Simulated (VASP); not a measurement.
Input of a VASP 6.6.1 run:

INCAR

```
SYSTEM = H4CO
PREC = Accurate
ENCUT = 520
EDIFF = 1E-6
ISMEAR = -1
SIGMA = 0.05
LREAL = Auto
LASPH = .TRUE.
NELM = 120
ALGO = Normal
ISIF = 2
LWAVE = .FALSE.
LCHARG = .FALSE.
GGA = PE
NBANDS = 66
GGA_COMPAT = .FALSE.
```

File KPOINTS:

```
regular mesh
0
G
  1 1 1
  0 0 0
```

The input POSCAR:

```
H4CO
1.0
    7.6185600000      0.0000000000      0.0000000000
    0.0000000000      7.6185600000      0.0000000000
    0.0000000000      0.0000000000      7.6185600000
C O H
6 6 24
Direct
    0.6879515289      0.6675408476      0.5661043557
    0.2434974588      0.5730085475      0.8261009955
    0.1175944010      0.9202920237      0.3129594044
    0.9812352991      0.3685735887      1.1217080393
    0.7302429856      0.1477707073      0.6818742650
    0.5947974420      0.8522607947      0.0931672127
    0.7650133359      0.5563518565      0.6974677629
    0.2697228873      0.3900080855      0.8104812458
    0.0270261047      0.9136766003      0.1438854587
    0.9978001092      0.2455975932      0.9838867188
    0.7090578797      0.2108928721      0.5075631090
    0.7065770959      0.7217636929      0.0383930822
    0.7175502982      0.6096690188      0.4327458207
    0.7195191742      0.5973963584      0.8135789441
    0.5411258821      0.6669239331      0.5771038096
    0.7310567876      0.7982217112      0.5688870338
    0.3265840264      0.6275332871      0.9319871472
    0.3906643775      0.3565896967      0.8064122354
    0.2764826949      0.6449512769      0.7051726310
    0.1104539441      0.6092883695      0.8596375168
    0.0829815608      0.7929188718      0.3690592448
    0.0292837492      1.0228310862      0.0835197203
    0.2634093582      0.9373031124      0.2952132686
    0.0747647849      1.0294202579      0.4009287844
    0.8441490255      0.3713431410      1.1799867692
    1.0932380922      0.2810767389      0.9003801243
    1.0686271421      0.3570359753      1.2312694262
    0.9992045741      0.5065261677      1.0795872186
    0.6566989037      0.0242565524      0.6906292003
    0.7492754536      0.3299311156      0.5194813718
    0.8693112609      0.1132497480      0.7017599126
    0.6841712870      0.2340731057      0.7912650160
    0.4638409358      0.7975129158      0.0996251260
    0.8243552587      0.7737813970      0.0681099840
    0.6228473622      0.8833427839      0.2307785198
    0.6085401966      0.9718240717      0.0053159652
```

Potentials or basis: VASP PAW PBE potentials, release 64 (C, O, H).

Launch:

```sh
$ cat potpaw_PBE.64/C/POTCAR potpaw_PBE.64/O/POTCAR potpaw_PBE.64/H/POTCAR > POTCAR
$ mpirun -np 1 vasp_gam > vasp.out
```

Predict the largest force.

2.796 eV/Å.

Estimate the pressure.

0.4 GPa.

Estimate the band gap on the k mesh.

4.62 eV.

Forces on the atoms (eV/Å):
```
C   -1.228 -2.380 -0.804
C    1.296  1.142  0.207
C    0.132  0.382 -0.785
C   -1.617  1.563  0.083
C    0.121 -1.006  0.260
C   -0.859  1.568  0.404
O   -0.400  0.438  0.245
O   -1.358 -0.500 -0.186
O    0.095 -1.684  1.226
O    0.205 -0.394 -0.056
O   -0.466  0.013  0.239
O    2.402 -0.997 -0.427
H   -0.017  0.343  0.785
H    0.474 -0.035 -0.406
H    0.465  0.070 -0.055
H    0.791  1.717  0.168
H   -0.055 -0.039 -0.103
H    0.782  0.097 -0.044
H    0.032 -0.118 -0.170
H   -0.591 -0.486 -0.055
H    0.350  0.012  0.434
H    0.082  1.870 -0.708
H   -0.715 -0.335  0.068
H   -0.217 -0.358 -0.410
H    0.787 -0.530 -0.624
H   -0.241  0.054  0.696
H    0.912 -0.707  0.697
H    0.008 -0.227 -0.301
H   -0.161 -0.079  0.024
H    0.178  0.872 -0.259
H   -0.040  0.152  0.393
H    0.252  0.013 -0.607
H   -0.696  0.134 -0.495
H   -0.289 -0.698 -0.318
H    0.124  0.659  0.125
H   -0.541 -0.526  0.762
```

Caveat: the k points lie up to 0.82 Å⁻¹ apart.
